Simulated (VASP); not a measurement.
Write the native input for VASP 6.6.1 that does the following.

```yaml
Task: single point
Functional: LDA
Potentials_or_basis: VASP PAW LDA potentials, release 64 (W_sv)
Cutoff: 500 eV
k_mesh: 16 × 16 × 12
Occupations: gaussian, width 0.15 eV
Spin: no spin polarisation
Dipole_correction: no
Further_INCAR_settings: ALGO = Normal; EDIFF = 1e-06; NBANDS = 21
```

The structure of W lies in POSCAR:

```
W
1.0
    0.0000000000     -1.9864787844     -1.9864787844
    0.0000000000      1.9864787844     -1.9864787844
    3.9729575688      0.0000000000      0.0000000000
W
2
Direct
    0.5508437345      0.4491562655      0.4828842874
   -0.0508437345      0.0508437345      0.0171157126
```

This cell differs from its parent crystal: atoms displaced along a vibrational mode.

The input as run:

INCAR

```
SYSTEM = W
PREC = Accurate
ENCUT = 500
EDIFF = 1E-6
ISMEAR = 0
SIGMA = 0.15
LREAL = .False.
LASPH = .True.
NELM = 120
ALGO = Normal
ISIF = 2
LWAVE = .False.
LCHARG = .False.
NBANDS = 21
GGA_COMPAT = .False.
```

KPOINTS

```
Automatic mesh
0
Gamma
  16 16 12
  0 0 0
```

Potentials or basis: VASP PAW LDA potentials, release 64 (W_sv).

Command:

```console
$ cat potpaw_LDA.64/W_sv/POTCAR > POTCAR
$ mpirun -np 1 vasp_std > vasp.out
```

Results of the run:

| Quantity | Value |
| --- | --- |
| Pressure | 14.5 GPa |
| Largest force | 2.417 eV/Å |
| Band gap on the k mesh | zero (bands 14 and 15 overlap by 4.11 eV) |

Caveat: the cell differs from its parent crystal (atoms displaced along a vibrational mode); the cell stands under pressure; spin-orbit coupling is left out, which moves the levels of the heavy elements; forces of over 1 eV/Å act on the atoms, so gaps and moduli don't describe the material at rest.

It took 3.9 min on 1 thread of Intel Xeon 8259CL, on a shared host, peak memory 0.47 GiB.
